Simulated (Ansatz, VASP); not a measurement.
Ti: VASP beside Ansatz

File POSCAR:

```
Ti
1.0
    2.8129785042      0.0000000000      0.0000000000
   -1.4064892521      2.4361108450      0.0000000000
    0.0000000000      0.0000000000      4.4450898991
Ti
2
Direct
    0.3333333333      0.6666666667      0.2500000000
    0.6666666667      0.3333333333      0.7500000000
```

Contents of INCAR.step1:

```
ALGO = Normal
EDIFF = 1E-4
ENCUT = 520
GGA = PE
ISMEAR = -1
ISPIN = 2
LASPH = T
LCHARG = F
LMAXMIX = 4
LREAL = F
LWAVE = T
MAGMOM = 1 1
NBANDS = 23
NELM = 150
PREC = Accurate
SIGMA = 0.05
```

Contents of INCAR.step2:

```
ALGO = Normal
EDIFF = 1E-7
ENCUT = 520
ISIF = 2
ISMEAR = -1
ISPIN = 2
ISTART = 1
LASPH = T
LCHARG = F
LMAXMIX = 4
LMIXTAU = T
LORBIT = 11
LREAL = F
LWAVE = F
MAGMOM = 1 1
METAGGA = R2SCAN
NBANDS = 23
NELM = 150
PREC = Accurate
SIGMA = 0.05
```

KPOINTS

```
k-points
0
Gamma
  20 20 11
```

Input for Ansatz:

```yaml
crystal:
  lattice:
    - [2.8129785042, 0.0, 0.0]
    - [-1.4064892521, 2.436110845, 0.0]
    - [0.0, 0.0, 4.4450898991]
  atoms:
    - { symbol: Ti, position: [0.3333333333, 0.6666666667, 0.25], spin: 1.0 }
    - { symbol: Ti, position: [0.6666666667, 0.3333333333, 0.75], spin: 1.0 }
hamiltonian:
  xc: r2scan
  pseudopotentials:
    kind: paw
    azcp:
      Ti: "pseudopotentials/Ti.paw.azcp"
basis:
  ecutwfc: 500
  fft_grid_basis: typed
kpoints:
  mp_grid: { grid: [20, 20, 11], shift: [0, 0, 0] }
magnetization:
  spin_polarized: true
scf:
  occupations: { method: fermi_dirac, width: 0.05 }
output:
  stress: true
```

Alike in both runs: task single point; functional r2SCAN; k mesh 20 × 20 × 11; occupations fermi-dirac, width 0.05 eV; collinear spin.

|  | VASP | Ansatz |
| --- | --- | --- |
| version | VASP 6.6.1 | Ansatz 0.2.0 |
| potentials or method | VASP PAW PBE potentials, release 64 (Ti_sv), cutoff 520 eV | plane waves (500 eV) with PAW, scalar-relativistic |
| valence electrons in the cell | 24 | 24 |

Ansatz gave:

```
pressure (GPa)                                                : 18.6
traceless stress, the component that is largest in VASP (GPa) : -0.06
net moment per atom (μB)                                      : 0.00
```

Q: Estimate VASP's values.

A: Pressure (GPa): 19.1; traceless stress, the component that is largest in VASP (GPa): -0.05; net moment per atom (μB): 0.00.

VASP's potentials were made for PBE, not for r2SCAN. Ansatz's warnings: seeded moment not kept, stability check not made.
